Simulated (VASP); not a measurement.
# Al (P-1) in VASP: single point with PBE

Aim: the single point of Al with PBE.

All numbers are computed with VASP 6.6.1; they aren't measurements. Logs are shortened: lines on timing, memory, paths and dates and some standing lists are left out, and cuts for length are marked.

## Step 1: The cell of the first run

The typed cell holds 2 atoms: a = 2.794 Å, b = 2.753 Å, c = 4.091 Å, α = 91.47°, β = 88.90°, γ = 90.22°.

## Step 2: Single point, PBE (atoms moved at random and the cell strained at random)

INCAR reads:

```
SYSTEM = Al
  ALGO = Fast
  EDIFF = 1E-6
  ENCUT = 520
  GGA = PE
  ISIF = 2
  ISMEAR = 0
  LASPH = .TRUE.
  LCHARG = .FALSE.
  LREAL = .FALSE.
  LWAVE = .FALSE.
  NBANDS = 10
  NELM = 80
  PREC = Accurate
  SIGMA = 0.15
```

KPOINTS reads:

```
k-points
0
G
  12 12 8
  0 0 0
```

POSCAR reads:

```
Al
1.0
    0.0271532727     -1.9792913583     -1.9720763472
   -0.0361721259      1.9498375302     -1.9426225192
    4.0905961248     -0.0633253987      0.0090188532
Al
2
Direct
    0.5006279898      0.5147538867      0.4958740278
   -0.0006279898     -0.0147538867      0.0041259722
```

Potentials or basis: VASP PAW PBE potentials, release 64 (Al).

On the command line:

```
cat potpaw_PBE.64/Al/POTCAR > POTCAR
mpirun -np 1 vasp_std > vasp.out
```

OUTCAR:

```text
SYSTEM = Al
   EDIFF = 1E-6
   ENCUT = 520
   GGA = PE
   ISIF = 2
   ISMEAR = 0
   LASPH = .TRUE.
   LREAL = .FALSE.
   NELM = 80
   PREC = Accurate

 ion  position               nearest neighbor table
   1  0.501  0.515  0.496-   2 2.77   2 2.78   2 2.81   2 2.81   2 2.82   2 2.84   2 2.90   2 2.94

   2  0.999  0.985  0.004-   1 2.77   1 2.78   1 2.81   1 2.81   1 2.82   1 2.84   1 2.90   1 2.94

  LATTYP: Found a triclinic cell.
 ALAT       =     4.0910961981
 B/A-ratio  =     0.6728336782
 C/A-ratio  =     0.6829894386
 COS(alpha) =     0.0038067366
 COS(beta)  =     0.0191253622
 COS(gamma) =     0.0256596460

  Lattice vectors:

 A1 = (   4.0905961248,  -0.0633253987,   0.0090188532)
 A2 = (   0.0361721259,  -1.9498375302,   1.9426225192)
 A3 = (   0.0271532727,  -1.9792913583,  -1.9720763472)

Analysis of symmetry for initial positions (statically):
=====================================================================
 Subroutine PRICEL returns:
 Original cell was already a primitive cell.

 Routine SETGRP: Setting up the symmetry group for a
 triclinic supercell.

 Subroutine GETGRP returns: Found  2 space group operations
 (whereof  1 operations were pure point group operations)
 out of a pool of  2 trial point group operations.

The static configuration has the point symmetry C_1 .
 The point group associated with its full space group is S_2 .

Analysis of symmetry for dynamics (positions and initial velocities):
=====================================================================
 Subroutine PRICEL returns:
 Original cell was already a primitive cell.

 Routine SETGRP: Setting up the symmetry group for a
 triclinic supercell.

 Subroutine GETGRP returns: Found  2 space group operations
 (whereof  1 operations were pure point group operations)
 out of a pool of  2 trial point group operations.

The dynamic configuration has the point symmetry C_1 .
 The point group associated with its full space group is S_2 .

 Subroutine INISYM returns: Found  2 space group operations
 (whereof  1 operations are pure point group operations),
 and found     1 'primitive' translations

----------------------------------------------------------------------------------------

                                     Primitive cell

  volume of cell :      31.4497

  direct lattice vectors                    reciprocal lattice vectors
     0.027153273 -1.979291358 -1.972076347    -0.003352407 -0.252662774 -0.253538756
    -0.036172126  1.949837530 -1.942622519     0.004538474  0.256511937 -0.257387918
     4.090596125 -0.063325399  0.009018853     0.244525532  0.003945440 -0.000593034

  length of vectors
     2.794175496  2.752627303  4.091096198     0.357954769  0.363410940  0.244558079

  position of ions in fractional coordinates (direct lattice)
     0.500627990  0.514753887  0.495874028
     0.999372010  0.985246113  0.004125972

  ion indices of the primitive-cell ions
   primitive index   ion index
                 1           1
                 2           2

----------------------------------------------------------------------------------------

 KPOINTS: k-points

Automatic generation of k-mesh.
 Grid dimensions read from file:
 generate k-points for:   12   12    8

 Generating k-lattice:

  Cartesian coordinates                     Fractional coordinates (reciprocal lattice)
    -0.000279367 -0.021055231 -0.021128230     0.083333333 -0.000000000 -0.000000000
     0.000378206  0.021375995 -0.021448993     0.000000000  0.083333333 -0.000000000
     0.030565692  0.000493180 -0.000074129     0.000000000 -0.000000000  0.125000000

  Length of vectors
     0.029829564  0.030284245  0.030569760

  Shift w.r.t. Gamma in fractional coordinates (k-lattice)
     0.000000000  0.000000000  0.000000000

 Subroutine IBZKPT returns following result:
 ===========================================

 Found    580 irreducible k-points:

 Following reciprocal coordinates:
            Coordinates               Weight
  0.000000  0.000000  0.000000      1.000000
  0.083333 -0.000000  0.000000      2.000000
  0.166667 -0.000000  0.000000      2.000000
  0.250000  0.000000 -0.000000      2.000000
  0.333333 -0.000000 -0.000000      2.000000
  0.416667 -0.000000 -0.000000      2.000000
[... 16 lines left out ...]
  0.250000  0.166667  0.000000      2.000000
  0.333333  0.166667 -0.000000      2.000000
 [... further k-points ...]
   k-points           NKPTS =    580   k-points in BZ     NKDIM =    580   number of bands    NBANDS=     10
   number of dos      NEDOS =    301   number of ions     NIONS =      2
   total plane-waves  NPLWV =  14400
   dimension x,y,z NGX =    24 NGY =   20 NGZ =   30
   dimension x,y,z NGXF=    48 NGYF=   40 NGZF=   60
   ions per type =               2
   NGX,Y,Z   is equivalent  to a cutoff of  14.28, 12.08, 12.19 a.u.
   NGXF,Y,Z  is equivalent  to a cutoff of  28.56, 24.16, 24.38 a.u.
 SYSTEM =  Al
   PREC   = accura    normal or accurate (medium, high low for compatibility)
   ISTART =      0    job   : 0-new  1-cont  2-samecut
   ICHARG =      2    charge: 1-file 2-atom 10-const
   ISPIN  =      1    spin polarized calculation?
   LNONCOLLINEAR =      F non collinear calculations
   LSORBIT =      F    spin-orbit coupling
   LASPH  =      T    aspherical Exc in radial PAW
   ENCUT  =  520.0 eV  38.22 Ry    6.18 a.u.   5.20  5.12  7.61*2*pi/ulx,y,z
   NELM   =     80;   NELMIN=  2; NELMDL= -5     # of ELM steps
   EDIFF  = 0.1E-05   stopping-criterion for ELM
   LREAL  =      F    real-space projection
   EDIFFG = 0.1E-04   stopping-criterion for IOM
   NSW    =      0    number of steps for IOM
   IBRION =     -1    ionic relax: 0-MD 1-quasi-New 2-CG
   NFREE  =      0    steps in history (QN), initial steepest desc. (CG)
   ISIF   =      2    stress and relaxation
   ISYM   =      2    0-nonsym 1-usesym 2-fastsym
   POTIM  = 0.5000    time-step for ionic-motion
   TEBEG  =    0.0;   TEEND  =   0.0 temperature during run
   PSTRESS=    0.0 pullay stress
   NELECT =       6.0000    total number of electrons
   NUPDOWN=      -1.0000    fix difference up-down
   EMIN   =  10.00;   EMAX   =-10.00  energy-range for DOS
   EFERMI =   0.00;   METHOD = LEGACY
   ISMEAR =     0;   SIGMA  =   0.15  broadening in eV -4-tet -1-fermi 0-gaus
   EFERMI_NEDOS =   21; number of points for ismear=-14 and -15
   IALGO  =     68    algorithm
   IMIX   =      4    mixing-type and parameters
     AMIX     =   0.40;   BMIX     =  1.00
     AMIX_MAG =   1.60;   BMIX_MAG =  1.00
  volume/ion in A,a.u.               =      15.72       106.12
  Fermi-wavevector in a.u.,A,eV,Ry     =   0.942439  1.780952 12.084577  0.888191
  Thomas-Fermi vector in A             =   2.070049
   LORBIT       =      0    0 simple, 1 ext, 2 COOP (PROOUT), +10 PAW based schemes
   GGA     = PE    functional components
   LHFCALC =     F    Hartree Fock is set to
   AEXX    =    0.0000 exact exchange contribution
   IVDW    =     0    specifies the selected vdW correction
   LEPSILON=     F    determine dielectric tensor
   LRPA    =     F    only Hartree local field effects (RPA)
 non-spin polarized calculation
 RMM-DIIS sequential band-by-band and
 Gauss-broadening in eV      SIGMA  =   0.15
  energy-cutoff  :      520.00
  volume of cell :       31.45
 maximum number of plane-waves:       862
 NGX is ok and might be reduce to    24
   NGX = 11   NGY = 11   NGZ = 15

 number of electron       6.0000000 magnetization

 Free energy of the ion-electron system (eV)
  ---------------------------------------------------
  ext. energy  EPLUGINS =         0.00000000
  ---------------------------------------------------
  free energy    TOTEN  =        -7.44424490 eV

  energy without entropy =       -7.43349519  energy(sigma->0) =       -7.43887005

 E-fermi :   8.4727     XC(G=0): -10.3703

 val. band max:        8.4675243632   @ k =   0.3333   0.3333   0.1250
 cond. band min:       8.4734859405   @ k =  -0.2500   0.0833   0.3750
 fundamental gap:      0.0059615773
 Fermi energy:         8.4727302234

 k-point     1 :       0.0000    0.0000    0.0000
  band No.  band energies     occupation
      1      -2.9626      2.00000
      2       5.0688      2.00000
      3       6.3226      2.00000
      4      14.1068      0.00000
      5      14.5902      0.00000
      6      15.1763      0.00000
      7      18.5545      0.00000
      8      20.7882      0.00000
      9      21.4498      0.00000
     10      22.0563      0.00000

 k-point     2 :       0.0833   -0.0000    0.0000
  band No.  band energies     occupation
      1      -2.8310      2.00000
      2       5.1879      2.00000
      3       6.4505      2.00000
      4      12.0123      0.00000
      5      15.2857      0.00000
      6      16.0019      0.00000
      7      19.3226      0.00000
      8      19.5617      0.00000
      9      20.0949      0.00000
     10      21.9821      0.00000

 k-point     3 :       0.1667   -0.0000    0.0000
  band No.  band energies     occupation
      1      -2.4369      2.00000
      2       5.5455      2.00000
      3       6.8246      2.00000
      4       9.6332      0.00000
      5      15.6125      0.00000
      6      16.8578      0.00000
      7      17.0198      0.00000
      8      18.1225      0.00000
      9      22.0170      0.00000
     10      22.3254      0.00000
[... 248 lines left out ...]
 k-point    23 :       0.2500    0.1667    0.0000
  band No.  band energies     occupation
      1      -1.2404      2.00000
      2       6.6500      2.00000
      3       7.5540      2.00000
      4       8.1458      1.99794
      5      11.5728      0.00000
      6      15.1868      0.00000
      7      16.2883      0.00000
      8      18.5462      0.00000
      9      19.9099      0.00000
     10      21.2141      0.00000

 k-point    24 :       0.3333    0.1667   -0.0000
  band No.  band energies     occupation
      1      -0.3318      2.00000
      2       5.6704      2.00000
      3       7.5016      2.00000
      4       8.8987      0.00006
      5      12.3131      0.00000
      6      13.1893      0.00000
      7      14.6010      0.00000
      8      18.0030      0.00000
      9      19.3128      0.00000
     10      21.7550      0.00000

 [... further k-points ...]

------------------------ aborting loop because EDIFF is reached ----------------------------------------

  FORCE on cell =-STRESS in cart. coord.  units (eV):
  Direction    XX          YY          ZZ          XY          YZ          ZX
  --------------------------------------------------------------------------------------
  -------------------------------------------------------------------------------------
  Total        0.4549436      1.1408423      1.1144522      0.0240026     -0.1260265      0.0138125
  in kB       23.1767350     58.1192864     56.7748646      1.2227924     -6.4203194      0.7036661
  external PRESSURE =      46.0236287 kB  Pullay stress =       0.0000000 kB

 VOLUME and BASIS-vectors are now :
 -----------------------------------------------------------------------------
  energy-cutoff  :      520.00
  volume of cell :       31.45
      direct lattice vectors                 reciprocal lattice vectors
     0.027153273 -1.979291358 -1.972076347    -0.003352407 -0.252662774 -0.253538756
    -0.036172126  1.949837530 -1.942622519     0.004538474  0.256511937 -0.257387918
     4.090596125 -0.063325399  0.009018853     0.244525532  0.003945440 -0.000593034

 POSITION                                       TOTAL-FORCE (eV/Angst)
 -----------------------------------------------------------------------------------
      2.02339     -0.01860     -1.98278         0.156004     -0.091143      0.120059
      0.00838     -0.05724     -3.88476        -0.156004      0.091143     -0.120059
 -----------------------------------------------------------------------------------
    total drift:                               -0.000000     -0.000000      0.000000

  FREE ENERGIE OF THE ION-ELECTRON SYSTEM (eV)
  ---------------------------------------------------
  free  energy   TOTEN  =        -7.4442449037 eV

  energy  without entropy=       -7.4334951912  energy(sigma->0) =       -7.43887005
```

It took 77 s on 1 thread of Intel Xeon Platinum 8259CL at 2.50GHz (Skylake/Cascade Lake), shared host; peak memory 0.25 GiB.

Results:

```
Free energy            : -7.4442 eV
Pressure               : 4.6 GPa
Largest force          : 0.217 eV/Å
Band gap on the k mesh : zero (bands 3 and 4 overlap by 11.71 eV)
```

Forces on the atoms (eV/Å):
```
Al   0.156 -0.091  0.120
Al  -0.156  0.091 -0.120
```

Stress tensor (GPa, compression positive):
```
 2.32  0.12  0.07
 0.12  5.81 -0.64
 0.07 -0.64  5.68
```

Caveat: the cell differs from its parent crystal (atoms moved at random and the cell strained at random); the cell stands under pressure.
